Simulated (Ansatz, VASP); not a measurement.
# Y in VASP and in Ansatz

```
Y
1.0
     3.65150    0.00000    0.00000
    -1.82575    3.16229    0.00000
     0.00000    0.00000    5.74740
Y
2
Direct
  0.33333 0.66667 0.25000
  0.68858 0.33333 0.75000
```

Alike in both runs: task electric field gradients; functional PBE; k mesh 12 × 12 × 7; occupations fermi-dirac, width 0.08 eV; no spin polarisation.

|  | VASP | Ansatz |
| --- | --- | --- |
| version | VASP 6.6.1 | Ansatz 0.2.0 |
| potentials or method | VASP PAW PBE potentials, release 64 (Y_sv), cutoff 520 eV | all-electron PAW with datasets made for the crystal, scalar-relativistic |

|  | VASP | Ansatz | Ansatz less VASP |
| --- | --- | --- | --- |
| pressure (GPa) | -0.4 | -0.3 | +0.10 |
| traceless stress, the component that is largest in VASP (GPa) | -0.32 | -0.32 | -0.003 |
| rms of the force components (eV/Å) | 0.054 | 0.054 | -0.0001 |
| size of Vzz on the site where it differs most (V/Å²) | 26.0 | 26.9 | +0.91 |

Atom by atom the forces differ by 0.000 eV/Å (rms over components). Ansatz ran all-electron here, and VASP with PAW potentials.
